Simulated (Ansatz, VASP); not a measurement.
# CdF2: VASP beside Ansatz

```
Cd F
1.0
     0.00000    2.69400    2.69400
     2.69400    0.00000    2.69400
     2.69400    2.69400    0.00000
Cd F
1 2
Direct
  0.00000 0.00000 0.00000
  0.75000 0.75000 0.75000
  0.25000 0.25000 0.25000
```

Alike in both runs: functional BLYP; k mesh 5 × 5 × 5; occupations fermi-dirac, width 0.05 eV; no spin polarisation.

|  | VASP | Ansatz |
| --- | --- | --- |
| version | VASP 6.6.1 | Ansatz 0.2.0 |
| potentials or method | VASP PAW PBE potentials, release 64 (Cd, F) | Ansatz PAW |
| plane-wave cutoff (eV) | 520 | 420 |
| valence electrons in the cell | 26 | 34 |
| task | single point | band structure |

```tsv
	VASP	Ansatz	Ansatz less VASP
gap on the k mesh at the Fermi level (eV)	3.22	3.23	+0.005
least direct gap on the mesh (eV)	3.62	3.63	+0.008
pressure (GPa)	9.4	8.6	-0.82
```

VASP's potentials were made for PBE, not for BLYP. VASP's potentials hold 26 valence electrons a cell and Ansatz's 34, so a difference there can come from the potentials and not from the codes.

Noted on Ansatz's run: the k mesh misses the band edges, so the gap on the mesh is wider than the one along the path.
